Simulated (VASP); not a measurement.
A run of VASP 6.6.1:

Contents of INCAR:

```
  PREC = Accurate
  ENCUT = 500
  EDIFF = 1E-6
  ISMEAR = 1
  SIGMA = 0.1
  LREAL = F
  LASPH = T
  NELM = 120
  ALGO = Normal
  ISIF = 2
  LWAVE = F
  LCHARG = F
  GGA = PS
  NBANDS = 18
  GGA_COMPAT = F
```

Contents of KPOINTS:

```
regular mesh
0
Gamma
  9 9 6
```

Contents of POSCAR:

```
PtSe2
1.0
    3.6990059583      0.0000000000      0.0000000000
   -1.8495029792      3.2034335223      0.0000000000
    0.0000000000      0.0000000000      5.0280258220
Pt Se
1 2
Direct
    0.0000000000      0.0000000000      0.0000000000
    0.3333333333      0.6666666667      0.2500000000
    0.6666666667      0.3333333333      0.7500000000
```

Potentials or basis: VASP PAW PBE potentials, release 64 (Pt, Se).

Run with:

```sh
$ cat potpaw_PBE.64/Pt/POTCAR potpaw_PBE.64/Se/POTCAR > POTCAR
$ mpirun -np 1 vasp_std > vasp.out
```

Hardware: 1 thread of Intel Xeon 8259CL (shared host).

Question: How long does it take, and how much memory?

Answer: Wall time 55 s on 1 thread of Intel Xeon 8259CL (shared host), peak memory 0.22 GiB. Counts: scf iterations 12, k points 62.
